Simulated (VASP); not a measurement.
**BeC: relaxation of cell and atoms with PBE**

Crystal: BeC.

```
Be C
1.0
     2.90073    0.00000    0.00000
    -1.45036    2.51210    0.00000
     0.00000    0.00000    7.82061
Be C
4 4
Direct
  0.66667 0.33333 0.75000
  0.00000 0.00000 0.00000
  0.33333 0.66667 0.25000
  0.00000 0.00000 0.50000
  0.33333 0.66667 0.84040
  0.66667 0.33333 0.15960
  0.66667 0.33333 0.34040
  0.33333 0.66667 0.65960
```

```json
{
  "Program": "VASP 6.6.1",
  "Task": "relaxation of cell and atoms",
  "Functional": "PBE",
  "Potentials or basis": "VASP PAW PBE potentials, release 64 (Be, C)",
  "Cutoff": "600 eV",
  "k mesh": "12 × 12 × 6",
  "Occupations": "gaussian, width 0.1 eV",
  "Spin": "no spin polarisation",
  "Dipole correction": "no",
  "Further INCAR settings": "ALGO = Normal; EDIFF = 1e-07; IBRION = 2; EDIFFG = -0.01; NSW = 100; ISIF = 3"
}
```

```yaml
Relaxed_volume: 7.12 Å³/atom
Relaxed_cell: a = 2.899 Å, b = 2.899 Å, c = 7.830 Å, α = 90.00°, β = 90.00°, γ = 120.00°
Space_group_after_relaxing_to_0.1_Å: P6_3/mmc (No. 194)
Energy_gained_by_relaxing: 0.0 meV/atom
Ionic_steps: 4
Pressure_after_relaxing: 0.0 GPa
Band_gap_on_the_k_mesh: zero (bands 12 and 13 overlap by 5.94 eV)
```

Step by step:
| step | energy change (eV) | largest force (eV/Å) | pressure (GPa) | volume (Å³) |
| --- | --- | --- | --- | --- |
| 1 | 0.0000 | 0.0452 | 0.16 | 56.99 |
| 2 | 0.0008 | 0.1855 | -0.53 | 57.05 |
| 3 | -0.0002 | 0.0219 | -0.04 | 57.01 |
| 4 | -0.0002 | 0.0010 | 0.02 | 57.00 |

Final structure:
```xyz
8
Lattice="2.8993 0.0000 0.0000 -1.4496 2.5109 0.0000 0.0000 0.0000 7.8299" Properties=species:S:1:pos:R:3 pbc="T T T"
Be    1.4496    0.8370    5.8725
Be   -1.4496    2.5109    0.0000
Be    0.0000    1.6739    1.9575
Be   -1.4496    2.5109    3.9150
C     0.0000    1.6739    6.5803
C     1.4496    0.8370    1.2497
C     1.4496    0.8370    2.6653
C     0.0000    1.6739    5.1646
```

Levels at points of the mesh, in eV from the Fermi level:
```tsv
k point	band 9	band 10	band 11	band 12	band 13	band 14	band 15	band 16
(0.00, 0.00, 0.00)	-2.66	-2.66	3.47	3.47	3.48	3.48	5.36	6.08
(0.50, 0.00, 0.00)	-4.51	-4.10	-3.44	-2.86	0.48	2.97	4.86	5.63
(0.00, 0.00, 0.50)	-2.72	-2.72	3.44	3.44	3.44	3.44	6.68	6.68
(0.50, 0.00, 0.50)	-4.83	-4.83	-2.53	-2.53	1.56	1.56	5.20	5.20
```

Wall time 110 s on 1 thread of Intel(R) Xeon(R) Platinum 8559C (Emerald Rapids), on a shared host, peak memory 0.23 GiB.
